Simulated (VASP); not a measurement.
The system is TaN.

```
Ta N
1.0
     2.71397    0.00000    0.00000
     0.00000    2.71397    0.00000
     0.00000    0.00000    2.71397
Ta N
1 1
Direct
  0.00000 0.00000 0.00000
  0.50000 0.50000 0.50000
```

Base run:

```yaml
Program: VASP 6.6.1
Functional: PBE
Potentials_or_basis: VASP PAW PBE potentials, release 64 (Ta_sv_GW, N)
Cutoff: 600 eV
k_mesh: 10 × 10 × 10
Occupations: fermi-dirac, width 0.05 eV
Spin: no spin polarisation
```

Its results: band gap on the k mesh zero (band 9 reaches 20.67 eV, above the bottom of band 10 at 11.51 eV); pressure 13.0 GPa.

Q: The run is repeated on the same cell with these changes: potentials or basis from VASP PAW PBE potentials, release 64 (Ta_sv_GW, N) to VASP PAW PBE potentials, release 64 (Ta_pv, N); cutoff from 600 eV to 520 eV; further incar settings from ALGO = Normal; EDIFF = 1e-06; NBANDS = 16 to ALGO = Normal; EDIFF = 1e-06; NBANDS = 15; valence electrons from 18 to 16. What comes out?

A: Band gap on the k mesh zero (band 8 reaches 16.13 eV, above the bottom of band 9 at 6.97 eV); pressure 14.1 GPa.

Caveats: spin-orbit coupling is left out, which moves the levels of the heavy elements.
